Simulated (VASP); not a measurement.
Here is a VASP 6.6.1 calculation.

Contents of INCAR:

```
SYSTEM = Pd
PREC     = Accurate       ! precision mode
ENCUT    = 500            ! plane-wave cutoff, eV
EDIFF    = 1E-6           ! SCF threshold, eV
ISMEAR   = 0              ! smearing method
SIGMA    = 0.1            ! smearing width, eV
LREAL    = .False.        ! projectors in reciprocal space
LASPH    = .True.         ! aspherical terms in the spheres
NELM     = 120            ! most SCF steps
ALGO     = Normal         ! electronic algorithm
ISIF     = 2              ! what is computed and relaxed
LWAVE    = .False.        ! write WAVECAR
LCHARG   = .False.        ! write CHGCAR
GGA      = PS             ! functional
NBANDS   = 11             ! bands
GGA_COMPAT= .False.
```

KPOINTS

```
Automatic mesh
0
Gamma
  8 8 8
  0 0 0
```

POSCAR

```
Pd
1.0
    0.0000000000      1.9407024034      1.9407024034
    1.9407024034      0.0000000000      1.9407024034
    1.9407024034      1.9407024034      0.0000000000
Pd
1
Direct
    0.5000000000      0.5000000000      0.5000000000
```

Potentials or basis: VASP PAW PBE potentials, release 64 (Pd).

Command:

```bash
$ cat potpaw_PBE.64/Pd/POTCAR > POTCAR
$ mpirun -np 1 vasp_std > vasp.out
```

Question: Estimate the pressure.

Answer: -0.3 GPa.

Question: Predict the band gap on the k mesh.

Answer: Zero (band 5 reaches 10.12 eV, above the bottom of band 6 at 8.50 eV).

Caveat: the PAW data sets were made with another functional, which shifts forces and pressure a little.
